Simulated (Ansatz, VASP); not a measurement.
## One calculation of GaN, two programs

```xyz
2
Lattice="0.0000 2.1352 2.1673 2.1352 0.0000 2.1673 2.1352 2.1352 0.0000" Properties=species:S:1:pos:R:3 pbc="T T T"
Ga    0.0000    0.0000    0.0000
N     2.1352    2.1352    2.1673
```

Change from the starting cell: strain +0.000 along x and y, +0.015 along z, atoms carried along.

Alike in both runs: task single point; functional LDA; k mesh 14 × 14 × 14; occupations gaussian, width 0.03 eV; no spin polarisation.

|  | VASP | Ansatz |
| --- | --- | --- |
| version | VASP 6.6.1 | Ansatz 0.2.0 |
| potentials or method | VASP PAW LDA potentials, release 64 (Ga_d, N), cutoff 520 eV | scalar-relativistic, plane waves, PAW |
| valence electrons in the cell | 18 | 18 |

|  | VASP | Ansatz | Ansatz less VASP |
| --- | --- | --- | --- |
| gap on the k mesh at the Fermi level (eV) | 0.07 | 0.05 | -0.019 |
| least direct gap on the mesh (eV) | 2.18 | 2.15 | -0.027 |
| pressure (GPa) | -15.2 | -16.2 | -1.01 |
| traceless stress, the component that is largest in VASP (GPa) | -1.14 | -1.05 | +0.084 |

LDA's correlation is that of Perdew and Zunger in VASP and of Perdew and Wang (1992) in Ansatz.
